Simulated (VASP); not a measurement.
# AlRu: single point with PBEsol

The system is AlRu.

```xyz
2
Lattice="2.9916 0.0000 0.0673 0.0000 2.9916 0.0000 0.0673 0.0000 2.9916" Properties=species:S:1:pos:R:3 pbc="T T T"
Al    0.0000    0.0000    0.0000
Ru    1.5295    1.4958    1.5295
```

This cell differs from its parent crystal: strain +0.0450 x Voigt [0, 0, 0, 0, 1, 0].

* Program: VASP 6.6.1
* Task: single point
* Functional: PBEsol
* Potentials or basis: VASP PAW PBE potentials, release 64 (Al, Ru_pv)
* Cutoff: 520 eV
* k mesh: 16 × 16 × 16
* Occupations: gaussian, width 0.15 eV
* Spin: no spin polarisation
* Dipole correction: no
* Further INCAR settings: ALGO = Fast; EDIFF = 1e-06; NBANDS = 16

```
Pressure               : -2.8 GPa
Band gap on the k mesh : zero (an odd number of electrons rules out a gap without spin polarisation)
```

Stress tensor (GPa, compression positive):
```
-2.86  0.00 -5.82
 0.00 -2.82  0.00
-5.82  0.00 -2.86
```

Levels at points of the mesh, in eV from the Fermi level:
```tsv
k point	band 5	band 6	band 7	band 8	band 9	band 10	band 11	band 12	band 13	band 14
(0.00, 0.00, 0.00)	-3.61	-3.60	0.07	0.15	0.28	6.04	6.06	6.11	11.00	11.01
(0.50, 0.00, 0.00)	-5.48	-2.83	-1.62	-1.59	0.42	2.27	7.41	10.93	10.99	12.67
(0.00, 0.50, 0.00)	-5.49	-2.80	-1.77	-1.46	0.41	2.27	7.46	10.86	11.15	12.45
(0.50, 0.50, 0.00)	-3.12	-1.38	-1.38	-1.19	-1.16	1.51	5.26	6.28	10.50	12.00
(0.50, 0.00, 0.50)	-3.12	-1.69	-1.20	-1.16	-1.05	1.50	5.17	6.40	10.57	12.00
(0.50, 0.50, 0.50)	-4.65	-4.58	1.60	1.60	2.51	3.73	4.18	4.46	8.29	8.51
```

It took 2.1 min on 1 thread of Intel(R) Xeon(R) Platinum 8259CL CPU @ 2.50GHz (Skylake/Cascade Lake) (shared host), peak memory 0.37 GiB.

Caveat: the cell differs from its parent crystal (strain +0.0450 x Voigt [0, 0, 0, 0, 1, 0]); the PAW data sets were made with another functional, which shifts forces and pressure a little.
